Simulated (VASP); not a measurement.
# SnSe in VASP: further runs

SnSe is run at these levels: LDA; tasks: single point.

Program: VASP 6.6.1. These are calculated values, not measurements. Logs are shortened: lines on timing, memory, paths and dates and some standing lists are left out, and cuts for length are marked.

### Step 1. The cell of the first run

The cell holds a slab with vacuum, 4 atoms: a = 4.190 Å, b = 4.190 Å, c = 10.980 Å, α = 90.00°, β = 90.00°, γ = 90.00°.

### Step 2. Single point, LDA (atom 1 (Sn) moved -0.200 Å towards its neighbour atom 3 (Se) at 2.675 Å)

The input, INCAR:

```
SYSTEM = SnSe
ALGO = Normal
EDIFF = 1E-6
ENCUT = 500
GGA = CA
GGA_COMPAT = .FALSE.
ISIF = 2
ISMEAR = 0
LASPH = .TRUE.
LCHARG = .FALSE.
LREAL = .FALSE.
LWAVE = .FALSE.
NBANDS = 28
NELM = 120
PREC = Accurate
SIGMA = 0.05
```

The input, KPOINTS:

```
k-points
0
G
  6 6 4
  0 0 0
```

The input, POSCAR:

```
SnSe
1.0
    4.1898989379      0.0000000000      0.0000000000
    0.0000000000      4.1898989379      0.0000000000
    0.0000000000      0.0000000000     10.9796229414
Sn Se
2 2
Direct
    0.5000000000      0.0000000000      0.3599477720
    0.0000000000      0.5000000000      0.6218366662
    0.5000000000      0.0000000000      0.6217782129
    0.0000000000      0.5000000000      0.3782217871
```

Potentials or basis: VASP PAW LDA potentials, release 64 (Sn_d, Se).

Launch:

```console
$ cat potpaw_LDA.64/Sn_d/POTCAR potpaw_LDA.64/Se/POTCAR > POTCAR
$ mpirun -np 1 vasp_std > vasp.out
```

OUTCAR:

```text
SYSTEM = SnSe
   EDIFF = 1E-6
   ENCUT = 500
   GGA = CA
   ISIF = 2
   ISMEAR = 0
   LASPH = .TRUE.
   LREAL = .FALSE.
   NELM = 120
   PREC = Accurate

 ion  position               nearest neighbor table
   1  0.500  0.000  0.360-   3 2.87   4 2.97   4 2.97   4 2.97   4 2.97
   2  0.000  0.500  0.622-   4 2.67   3 2.96   3 2.96   3 2.96   3 2.96
   3  0.500  0.000  0.622-   1 2.87   2 2.96   2 2.96   2 2.96   2 2.96
   4  0.000  0.500  0.378-   2 2.67   1 2.97   1 2.97   1 2.97   1 2.97

  LATTYP: Found a simple tetragonal cell.
 ALAT       =     4.1898989379
 C/A-ratio  =     2.6204982755

  Lattice vectors:

 A1 = (   4.1898989379,   0.0000000000,   0.0000000000)
 A2 = (   0.0000000000,   4.1898989379,   0.0000000000)
 A3 = (   0.0000000000,   0.0000000000,  10.9796229414)

Analysis of symmetry for initial positions (statically):
=====================================================================
 Subroutine PRICEL returns:
 Original cell was already a primitive cell.

 Routine SETGRP: Setting up the symmetry group for a
 simple tetragonal supercell.

 Subroutine GETGRP returns: Found  8 space group operations
 (whereof  4 operations were pure point group operations)
 out of a pool of 16 trial point group operations.

The static configuration has the point symmetry C_2v.
 The point group associated with its full space group is C_4v.

Analysis of symmetry for dynamics (positions and initial velocities):
=====================================================================
 Subroutine PRICEL returns:
 Original cell was already a primitive cell.

 Routine SETGRP: Setting up the symmetry group for a
 simple tetragonal supercell.

 Subroutine GETGRP returns: Found  8 space group operations
 (whereof  4 operations were pure point group operations)
 out of a pool of 16 trial point group operations.

The dynamic configuration has the point symmetry C_2v.
 The point group associated with its full space group is C_4v.

 Subroutine INISYM returns: Found  8 space group operations
 (whereof  4 operations are pure point group operations),
 and found     1 'primitive' translations

----------------------------------------------------------------------------------------

                                     Primitive cell

  volume of cell :     192.7501

  direct lattice vectors                    reciprocal lattice vectors
     4.189898938  0.000000000  0.000000000     0.238669241  0.000000000  0.000000000
     0.000000000  4.189898938  0.000000000     0.000000000  0.238669241  0.000000000
     0.000000000  0.000000000 10.979622941     0.000000000  0.000000000  0.091077809

  length of vectors
     4.189898938  4.189898938 10.979622941     0.238669241  0.238669241  0.091077809

  position of ions in fractional coordinates (direct lattice)
     0.500000000  0.000000000  0.359947772
     0.000000000  0.500000000  0.621836666
     0.500000000  0.000000000  0.621778213
     0.000000000  0.500000000  0.378221787

  ion indices of the primitive-cell ions
   primitive index   ion index
                 1           1
                 2           2
                 3           3
                 4           4

----------------------------------------------------------------------------------------

 KPOINTS: k-points

Automatic generation of k-mesh.
 Grid dimensions read from file:
 generate k-points for:    6    6    4

 Generating k-lattice:

  Cartesian coordinates                     Fractional coordinates (reciprocal lattice)
     0.039778207  0.000000000  0.000000000     0.166666667  0.000000000  0.000000000
     0.000000000  0.039778207  0.000000000     0.000000000  0.166666667  0.000000000
     0.000000000  0.000000000  0.022769452     0.000000000  0.000000000  0.250000000

  Length of vectors
     0.039778207  0.039778207  0.022769452

  Shift w.r.t. Gamma in fractional coordinates (k-lattice)
     0.000000000  0.000000000  0.000000000

 Subroutine IBZKPT returns following result:
 ===========================================

 Found     30 irreducible k-points:

 Following reciprocal coordinates:
            Coordinates               Weight
  0.000000  0.000000  0.000000      1.000000
  0.166667  0.000000  0.000000      4.000000
  0.333333  0.000000  0.000000      4.000000
  0.500000  0.000000  0.000000      2.000000
  0.166667  0.166667  0.000000      4.000000
  0.333333  0.166667  0.000000      8.000000
[... 16 lines left out ...]
  0.333333  0.000000  0.500000      4.000000
  0.500000  0.000000  0.500000      2.000000
 [... further k-points ...]
   k-points           NKPTS =     30   k-points in BZ     NKDIM =     30   number of bands    NBANDS=     28
   number of dos      NEDOS =    301   number of ions     NIONS =      4
   total plane-waves  NPLWV =  81920
   dimension x,y,z NGX =    32 NGY =   32 NGZ =   80
   dimension x,y,z NGXF=    64 NGYF=   64 NGZF=  160
   ions per type =               2   2
   NGX,Y,Z   is equivalent  to a cutoff of  12.70, 12.70, 12.11 a.u.
   NGXF,Y,Z  is equivalent  to a cutoff of  25.39, 25.39, 24.23 a.u.
 SYSTEM =  SnSe
   PREC   = accura    normal or accurate (medium, high low for compatibility)
   ISTART =      0    job   : 0-new  1-cont  2-samecut
   ICHARG =      2    charge: 1-file 2-atom 10-const
   ISPIN  =      1    spin polarized calculation?
   LNONCOLLINEAR =      F non collinear calculations
   LSORBIT =      F    spin-orbit coupling
   LASPH  =      T    aspherical Exc in radial PAW
   ENCUT  =  500.0 eV  36.75 Ry    6.06 a.u.   7.64  7.64 20.02*2*pi/ulx,y,z
   NELM   =    120;   NELMIN=  2; NELMDL= -5     # of ELM steps
   EDIFF  = 0.1E-05   stopping-criterion for ELM
   LREAL  =      F    real-space projection
   EDIFFG = 0.1E-04   stopping-criterion for IOM
   NSW    =      0    number of steps for IOM
   IBRION =     -1    ionic relax: 0-MD 1-quasi-New 2-CG
   NFREE  =      0    steps in history (QN), initial steepest desc. (CG)
   ISIF   =      2    stress and relaxation
   ISYM   =      2    0-nonsym 1-usesym 2-fastsym
   POTIM  = 0.5000    time-step for ionic-motion
   TEBEG  =    0.0;   TEEND  =   0.0 temperature during run
   PSTRESS=    0.0 pullay stress
   NELECT =      40.0000    total number of electrons
   NUPDOWN=      -1.0000    fix difference up-down
   EMIN   =  10.00;   EMAX   =-10.00  energy-range for DOS
   EFERMI =   0.00;   METHOD = LEGACY
   ISMEAR =     0;   SIGMA  =   0.05  broadening in eV -4-tet -1-fermi 0-gaus
   EFERMI_NEDOS =   21; number of points for ismear=-14 and -15
   IALGO  =     38    algorithm
   IMIX   =      4    mixing-type and parameters
     AMIX     =   0.40;   BMIX     =  1.00
     AMIX_MAG =   1.60;   BMIX_MAG =  1.00
  volume/ion in A,a.u.               =      48.19       325.19
  Fermi-wavevector in a.u.,A,eV,Ry     =   0.969237  1.831592 12.781590  0.939420
  Thomas-Fermi vector in A             =   2.099273
   LORBIT       =      0    0 simple, 1 ext, 2 COOP (PROOUT), +10 PAW based schemes
   GGA     = CA    functional components
   LHFCALC =     F    Hartree Fock is set to
   AEXX    =    0.0000 exact exchange contribution
   IVDW    =     0    specifies the selected vdW correction
   LEPSILON=     F    determine dielectric tensor
   LRPA    =     F    only Hartree local field effects (RPA)
 non-spin polarized calculation
 Gauss-broadening in eV      SIGMA  =   0.05
  energy-cutoff  :      500.00
  volume of cell :      192.75
 maximum number of plane-waves:      4921
 NGX is ok and might be reduce to    32
   NGX = 15   NGY = 15   NGZ = 41

 number of electron      39.9999991 magnetization

 Free energy of the ion-electron system (eV)
  ---------------------------------------------------
  ext. energy  EPLUGINS =         0.00000000
  ---------------------------------------------------
  free energy    TOTEN  =       -18.39806215 eV

  energy without entropy =      -18.39806215  energy(sigma->0) =      -18.39806215

 E-fermi :   1.2330     XC(G=0):  -6.4145

 val. band max:        1.0118430382   @ k =   0.5000   0.0000   0.0000
 cond. band min:       2.0078441232   @ k =   0.0000   0.0000   0.5000
 fundamental gap:      0.9960010850
 Fermi energy:         1.2329537245

 k-point     1 :       0.0000    0.0000    0.0000
  band No.  band energies     occupation
      1     -20.4014      2.00000
      2     -20.3984      2.00000
      3     -20.3923      2.00000
      4     -20.3768      2.00000
      5     -20.3768      2.00000
      6     -20.1121      2.00000
[... 20 lines left out ...]
     27       6.3440      0.00000
     28       6.7096      0.00000

 k-point     2 :       0.1667    0.0000    0.0000
  band No.  band energies     occupation
      1     -20.3998      2.00000
      2     -20.3948      2.00000
      3     -20.3943      2.00000
      4     -20.3781      2.00000
      5     -20.3767      2.00000
      6     -20.1099      2.00000
[... 20 lines left out ...]
     27       5.8769      0.00000
     28       6.2316      0.00000

 k-point     3 :       0.3333    0.0000    0.0000
  band No.  band energies     occupation
      1     -20.3997      2.00000
      2     -20.3980      2.00000
      3     -20.3849      2.00000
      4     -20.3805      2.00000
      5     -20.3765      2.00000
      6     -20.1065      2.00000
[... 20 lines left out ...]
     27       5.5867      0.00000
     28       7.2285      0.00000

 k-point     4 :       0.5000    0.0000    0.0000
  band No.  band energies     occupation
      1     -20.4021      2.00000
      2     -20.3972      2.00000
      3     -20.3819      2.00000
      4     -20.3799      2.00000
      5     -20.3763      2.00000
      6     -20.1050      2.00000
[... 20 lines left out ...]
     27       6.4085      0.00000
     28       6.5864      0.00000

 k-point     5 :       0.1667    0.1667    0.0000
  band No.  band energies     occupation
      1     -20.3986      2.00000
      2     -20.3959      2.00000
      3     -20.3921      2.00000
      4     -20.3780      2.00000
      5     -20.3779      2.00000
      6     -20.1077      2.00000
[... 20 lines left out ...]
     27       5.6098      0.00000
     28       7.0466      0.00000

 k-point     6 :       0.3333    0.1667    0.0000
  band No.  band energies     occupation
      1     -20.4041      2.00000
      2     -20.3940      2.00000
      3     -20.3838      2.00000
      4     -20.3804      2.00000
      5     -20.3776      2.00000
      6     -20.1039      2.00000
[... 463 lines left out ...]
      5     -20.3768      2.00000
      6     -20.1121      2.00000
[... 20 lines left out ...]
     27       6.3403      0.00000
     28       6.5678      0.00000

 k-point    22 :       0.1667    0.0000    0.5000
  band No.  band energies     occupation
      1     -20.3998      2.00000
      2     -20.3948      2.00000
      3     -20.3943      2.00000
      4     -20.3781      2.00000
      5     -20.3767      2.00000
      6     -20.1099      2.00000
[... 20 lines left out ...]
     27       5.7604      0.00000
     28       6.2414      0.00000

 k-point    23 :       0.3333    0.0000    0.5000
  band No.  band energies     occupation
      1     -20.3997      2.00000
      2     -20.3980      2.00000
      3     -20.3849      2.00000
      4     -20.3805      2.00000
      5     -20.3765      2.00000
      6     -20.1065      2.00000
[... 20 lines left out ...]
     27       6.2301      0.00000
     28       6.8896      0.00000

 k-point    24 :       0.5000    0.0000    0.5000
  band No.  band energies     occupation
      1     -20.4021      2.00000
      2     -20.3972      2.00000
      3     -20.3818      2.00000
      4     -20.3800      2.00000
      5     -20.3763      2.00000
      6     -20.1050      2.00000
[... 20 lines left out ...]
     27       6.8926      0.00000
     28       7.0968      0.00000

 [... further k-points ...]
[... 5 lines left out ...]
  --------------------------------------------------------------------------------------
  -------------------------------------------------------------------------------------
  Total       -0.5411446     -0.5411446     -1.9250975      0.0000000      0.0000000      0.0000000
  in kB       -4.4981030     -4.4981030    -16.0017980      0.0000000      0.0000000      0.0000000
  external PRESSURE =      -8.3326680 kB  Pullay stress =       0.0000000 kB

 VOLUME and BASIS-vectors are now :
 -----------------------------------------------------------------------------
  energy-cutoff  :      500.00
  volume of cell :      192.75
      direct lattice vectors                 reciprocal lattice vectors
     4.189898938  0.000000000  0.000000000     0.238669241  0.000000000  0.000000000
     0.000000000  4.189898938  0.000000000     0.000000000  0.238669241  0.000000000
     0.000000000  0.000000000 10.979622941     0.000000000  0.000000000  0.091077809

 POSITION                                       TOTAL-FORCE (eV/Angst)
 -----------------------------------------------------------------------------------
      2.09495      0.00000      3.95209         0.000000      0.000000      0.857360
      0.00000      2.09495      6.82753         0.000000      0.000000      0.069399
      2.09495      0.00000      6.82689         0.000000      0.000000     -0.714345
      0.00000      2.09495      4.15273         0.000000      0.000000     -0.212414
 -----------------------------------------------------------------------------------
    total drift:                                0.000000      0.000000     -0.000477

  FREE ENERGIE OF THE ION-ELECTRON SYSTEM (eV)
  ---------------------------------------------------
  free  energy   TOTEN  =       -18.3980621481 eV

  energy  without entropy=      -18.3980621481  energy(sigma->0) =      -18.39806215
```

It took 65 s on 1 thread of Intel Xeon 6975P-C (Granite Rapids), shared host; peak memory 0.3 GiB.

Results:

* Free energy: -18.3981 eV
* Largest force: 0.857 eV/Å
* Band gap on the k mesh: 1.00 eV, indirect (least direct gap 1.19 eV)

Forces on the atoms (eV/Å):
```
Sn   0.000  0.000  0.857
Sn   0.000  0.000  0.069
Se   0.000  0.000 -0.714
Se   0.000  0.000 -0.212
```

Levels at points of the mesh, in eV from the valence-band top:
```tsv
k point	band 18	band 19	band 20	band 21	band 22	band 23
(0.00, 0.00, 0.00)	-2.10	-2.10	-0.62	1.12	3.42	3.55
(0.50, 0.00, 0.00)	-1.53	-0.49	0.00	1.19	1.37	1.69
(0.50, 0.50, 0.00)	-3.79	-1.99	-1.87	2.76	3.44	4.13
(0.00, 0.00, 0.50)	-2.10	-2.10	-0.62	1.00	3.55	4.33
(0.50, 0.00, 0.50)	-1.53	-0.49	0.00	1.20	1.37	1.69
(0.50, 0.50, 0.50)	-3.79	-1.99	-1.87	2.73	3.41	4.17
```

Caveat: the cell differs from its parent crystal (atom 1 (Sn) moved -0.200 Å towards its neighbour atom 3 (Se) at 2.675 Å); spin-orbit coupling is left out, which moves the levels of the heavy elements.

[end of part 1 of 3]
